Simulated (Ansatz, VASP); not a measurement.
**AlN: VASP beside Ansatz**

The input INCAR:

```
  ALGO = Normal
  EDIFF = 1E-6
  ENCUT = 520
  GGA = PS
  ISIF = 2
  ISMEAR = 0
  LASPH = T
  LCHARG = F
  LREAL = F
  LWAVE = F
  NBANDS = 16
  NELM = 100
  PREC = Accurate
  SIGMA = 0.01
```

Contents of KPOINTS:

```
k-points
0
Gamma
  9 9 6
```

The input POSCAR:

```
AlN
1.0
    3.1135756617      0.0000000000      0.0000000000
   -1.5567878308      2.6964356196      0.0000000000
    0.0000000000      0.0000000000      4.9831268447
Al N
2 2
Direct
    0.3333333333      0.6666666667     -0.0442515434
    0.6666666667      0.3333333333      0.4557484566
    0.3333333333      0.6666666667      0.4262515434
    0.6666666667      0.3333333333      0.9262515434
```

Input for Ansatz:

```yaml
crystal:
  lattice:
    - [3.1135756617, 0.0, 0.0]
    - [-1.5567878308, 2.6964356196, 0.0]
    - [0.0, 0.0, 4.9831268447]
  atoms:
    - { symbol: Al, position: [0.3333333333, 0.6666666667, -0.0442515434] }
    - { symbol: Al, position: [0.6666666667, 0.3333333333, 0.4557484566] }
    - { symbol: "N", position: [0.3333333333, 0.6666666667, 0.4262515434] }
    - { symbol: "N", position: [0.6666666667, 0.3333333333, 0.9262515434] }
basis:
  ecutwfc: 420
  xc_grid: 2
kpoints:
  mp_grid: { grid: [9, 9, 6] }
hamiltonian:
  xc: pbesol
  pseudopotentials: { kind: paw, azcp: { folder: soft_1 } }
scf:
  occupations: { method: fixed }
output:
  forces: true
  stress: true
  eigenvalues: true
  polarization: {}
```

Change from the starting cell: polar distortion scaled by 0.25.

Alike in both runs: task single point; functional PBEsol; k mesh 9 × 9 × 6; no spin polarisation.

|  | VASP | Ansatz |
| --- | --- | --- |
| version | VASP 6.6.1 | Ansatz 0.2.0 |
| potentials or method | VASP PAW PBE potentials, release 64 (Al, N), cutoff 520 eV | scalar-relativistic, plane waves, PAW |
| occupations | gaussian, width 0.01 eV | fixed |
| valence electrons in the cell | 16 | 16 |

```csv
,VASP,Ansatz,Ansatz less VASP
gap on the k mesh at the Fermi level (eV),2.80,2.79,-0.014
least direct gap on the mesh (eV),2.80,2.79,-0.014
pressure (GPa),7.5,7.3,-0.13
"traceless stress, the component that is largest in VASP (GPa)",-19.75,-19.49,+0.258
rms of the force components (eV/Å),0.479,0.476,-0.0031
```

VASP's potentials were made for PBE, not for PBEsol, and Ansatz warns of the same on its side. Atom by atom the forces differ by 0.003 eV/Å (rms over components).
